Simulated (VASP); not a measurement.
# SnO2: single point with PBE

The system is SnO2.

```
Sn O
1.0
     1.64881    0.95194    4.89475
    -1.64881    0.95194    4.89475
     0.00000   -1.90388    4.89475
Sn O
1 2
Cartesian
  0.0000 0.0000 7.3421
  0.0000 0.0000 11.2016
  0.0000 0.0000 3.4827
```

```
Program                : VASP 6.6.1
Task                   : single point
Functional             : PBE
Potentials or basis    : VASP PAW PBE potentials, release 64 (Sn_d, O)
Cutoff                 : 520 eV
k mesh                 : 10 × 10 × 10
Occupations            : fermi-dirac, width 0.05 eV
Spin                   : no spin polarisation
Dipole correction      : no
Further INCAR settings : ALGO = Normal; EDIFF = 1e-07; NBANDS = 20
```

```json
{
 "Pressure": "-7.2 GPa",
 "Largest force": "0.631 eV/Å",
 "Band gap on the k mesh": "1.57 eV (least direct gap 1.64 eV)"
}
```

Forces on the atoms (eV/Å):
```
Sn   0.000  0.000  0.000
O    0.000  0.000  0.631
O    0.000  0.000 -0.631
```

Stress tensor (GPa, compression positive):
```
-8.42  0.00  0.00
 0.00 -8.42  0.00
 0.00  0.00 -4.81
```

Levels at points of the mesh, in eV from the valence-band top:
| k point | band 10 | band 11 | band 12 | band 13 | band 14 | band 15 | band 16 | band 17 |
| --- | --- | --- | --- | --- | --- | --- | --- | --- |
| (0.00, 0.00, 0.00) | -1.21 | -0.90 | -0.90 | -0.07 | 1.57 | 5.42 | 10.48 | 10.48 |
| (0.50, 0.00, 0.00) | -2.77 | -1.38 | -0.61 | -0.52 | 4.74 | 7.32 | 9.59 | 11.94 |
| (0.50, 0.50, 0.00) | -2.85 | -1.08 | -0.48 | -0.04 | 4.51 | 6.57 | 10.13 | 11.02 |
| (0.50, 0.50, 0.50) | -1.26 | -1.10 | -0.86 | -0.86 | 2.74 | 5.30 | 10.62 | 10.62 |

Wall time 3.8 min on 1 thread of Intel Xeon 8259CL (shared host), peak memory 0.3 GiB.

Caveat: the cell stands under tension; spin-orbit coupling is left out, which moves the levels of the heavy elements. A k mesh can miss the band edges.
